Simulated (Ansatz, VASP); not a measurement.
# Ti in VASP and in Ansatz

INCAR

```
SYSTEM = Ti
PREC = Accurate
ENCUT = 520
EDIFF = 1E-6
ISMEAR = 0
SIGMA = 0.1
LREAL = .FALSE.
LASPH = .TRUE.
NELM = 80
ALGO = Fast
ISIF = 2
LWAVE = .FALSE.
LCHARG = .FALSE.
GGA = PE
NBANDS = 25
```

KPOINTS

```
regular mesh
0
G
  9 9 14
  0 0 0
```

POSCAR

```
Ti
1.0
    4.9145409915      0.0000000000      0.0000000000
   -2.4572704957      4.2561173466      0.0000000000
    0.0000000000      0.0000000000      2.7867051127
Ti
3
Direct
    0.0000000000      0.0000000000      0.0000000000
    0.3333333333      0.6666666667      0.4739991716
    0.6666666667      0.3333333333      0.5260008284
```

Input for Ansatz:

```yaml
crystal:
  lattice:
    - [4.9145409915, 0.0, 0.0]
    - [-2.4572704957, 4.2561173466, 0.0]
    - [0.0, 0.0, 2.7867051127]
  atoms:
    - { symbol: Ti, position: [0.0, 0.0, 0.0] }
    - { symbol: Ti, position: [0.3333333333, 0.6666666667, 0.4739991716] }
    - { symbol: Ti, position: [0.6666666667, 0.3333333333, 0.5260008284] }
basis:
  ecutwfc: 420
kpoints:
  mp_grid: { grid: [9, 9, 14] }
hamiltonian:
  xc: pbe
scf:
  occupations: { method: gaussian, width: 0.1 }
output:
  forces: true
  stress: true
  eigenvalues: true
  populations: true
```

Alike in both runs: task single point; functional PBE; k mesh 9 × 9 × 14; occupations gaussian, width 0.1 eV; no spin polarisation.

|  | VASP | Ansatz |
| --- | --- | --- |
| version | VASP 6.6.1 | Ansatz 0.2.0 |
| potentials or method | VASP PAW PBE potentials, release 64 (Ti_sv), cutoff 520 eV | scalar-relativistic, plane waves, PAW |
| valence electrons in the cell | 36 | 36 |

|  | VASP | Ansatz | Ansatz less VASP |
| --- | --- | --- | --- |
| gap on the k mesh at the Fermi level (eV) | none | none | - |
| pressure (GPa) | -10.8 | -10.5 | +0.25 |
| traceless stress, the component that is largest in VASP (GPa) | 7.72 | 7.75 | +0.033 |
| rms of the force components (eV/Å) | 0.100 | 0.101 | +0.0008 |

Atom by atom the forces differ by 0.001 eV/Å (rms over components). A gap of «none» marks a metal or a gap that the smearing closes.
